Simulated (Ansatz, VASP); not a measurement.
**CdS: VASP beside Ansatz**

The input INCAR:

```
ALGO = Normal ; EDIFF = 1E-6
ENCUT = 500 ; GGA = PE
GGA_COMPAT = F ; ISIF = 2
ISMEAR = 0 ; LASPH = T
LCHARG = F ; LREAL = F
LWAVE = F ; NBANDS = 16
NELM = 120 ; PREC = Accurate
SIGMA = 0.02
```

File KPOINTS:

```
k-points
0
Gamma
  8 8 8
```

POSCAR

```
CdS
1.0
    0.0000000000      2.7925000000      2.7925000000
    2.7925000000      0.0000000000      2.7925000000
    2.7925000000      2.7925000000      0.0000000000
Cd S
1 1
Direct
    0.0000000000      0.0000000000      0.0000000000
    0.2500000000      0.2500000000      0.2500000000
```

Input for Ansatz:

```yaml
crystal:
  lattice:
    - [0.0, 2.7925, 2.7925]
    - [2.7925, 0.0, 2.7925]
    - [2.7925, 2.7925, 0.0]
  atoms:
    - { symbol: Cd, position: [0.0, 0.0, 0.0] }
    - { symbol: S, position: [0.25, 0.25, 0.25] }
scf:
  occupations: { method: gaussian, width: 0.02 }
output:
  forces: true
  stress: true
hamiltonian:
  xc: pbe
kpoints:
  mp_grid: { grid: [8, 8, 8] }
```

Alike in both runs: task single point; functional PBE; k mesh 8 × 8 × 8; occupations gaussian, width 0.02 eV; no spin polarisation.

|  | VASP | Ansatz |
| --- | --- | --- |
| version | VASP 6.6.1 | Ansatz 0.2.0 |
| potentials or method | VASP PAW PBE potentials, release 64 (Cd, S) | scalar-relativistic, plane waves, PAW |
| plane-wave cutoff (eV) | 500 | 420 |
| valence electrons in the cell | 18 | 26 |

Ansatz gave:

| Item | Value |
| --- | --- |
| pressure (GPa) | 14.3 |

**Question.** Estimate VASP's values.

**Answer.** Pressure (GPa): 14.9.

The functional is the same, so the differences come from potentials, cutoffs and numerics. VASP's potentials hold 18 valence electrons a cell and Ansatz's 26, so a difference there can come from the potentials and not from the codes.
